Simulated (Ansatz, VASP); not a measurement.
**One calculation of CuI, two programs**

File POSCAR:

```
CuI
1.0
    0.0000000000      3.0315000000      3.0315000000
    3.0315000000      0.0000000000      3.0315000000
    3.0315000000      3.0315000000      0.0000000000
I Cu
1 1
Direct
    0.0000000000      0.0000000000      0.0000000000
    0.7500000000      0.7500000000      0.7500000000
```

INCAR.step1

```
ALGO = Normal ; EDIFF = 1E-5
ENCUT = 520 ; GGA = PE
ISIF = 2 ; ISMEAR = -1
LASPH = True ; LREAL = False
LWAVE = True ; NBANDS = 16
NELM = 80 ; PREC = Accurate
SIGMA = 0.05
```

Contents of INCAR.step2:

```
AEXX = 0.15 ; ALGO = Normal
EDIFF = 1E-6 ; ENCUT = 520
GGA = PE ; HFSCREEN = 0.2078699
ISIF = 2 ; ISMEAR = -1
ISTART = 1 ; LASPH = True
LCHARG = True ; LELF = True
LHFCALC = True ; LREAL = False
LVHAR = True ; LWAVE = False
NBANDS = 16 ; NELM = 80
PREC = Accurate ; PRECFOCK = Normal
SIGMA = 0.05
```

The input KPOINTS:

```
k-points
0
Gamma
  4 4 4
```

Contents of input.yaml:

```yaml
crystal:
  lattice:
    - [0.0, 3.0315, 3.0315]
    - [3.0315, 0.0, 3.0315]
    - [3.0315, 3.0315, 0.0]
  atoms:
    - { symbol: I, position: [0.0, 0.0, 0.0] }
    - { symbol: Cu, position: [0.75, 0.75, 0.75] }
hamiltonian:
  xc:
    exchange: pbe
    correlation: pbe
    exx: { coeff: 0.15, omega: 0.2078699 }
  pseudopotentials: { kind: paw }
kpoints:
  mp_grid: { grid: [4, 4, 4] }
scf:
  occupations: { method: fermi_dirac, width: 0.05 }
output:
  forces: true
  stress: true
  eigenvalues: true
```

Alike in both runs: task single point; functional PBE-based screened hybrid with a share of 0.15 of exact exchange and HFSCREEN = 0.2078699; k mesh 4 × 4 × 4; occupations fermi-dirac, width 0.05 eV; no spin polarisation.

```csv
,VASP,Ansatz
version,VASP 6.6.1,Ansatz 0.2.0
potentials or method,"VASP PAW PBE potentials, release 64 (I, Cu)",Ansatz PAW
plane-wave cutoff (eV),520,420
valence electrons in the cell,18,36
```

```tsv
	VASP	Ansatz	Ansatz less VASP
gap on the k mesh at the Fermi level (eV)	2.01	2.03	+0.023
least direct gap on the mesh (eV)	2.01	2.03	+0.023
pressure (GPa)	0.5	0.7	+0.18
```

VASP's potentials were made for PBE, not for PBE-based screened hybrid. With one functional, cell and mesh, what is left measures potentials, basis and numerics. VASP's potentials hold 18 valence electrons a cell and Ansatz's 36, so a difference there can come from the potentials and not from the codes.

The k mesh is coarse, so the values compare programs but aren't converged. Neither program's run includes spin-orbit coupling.
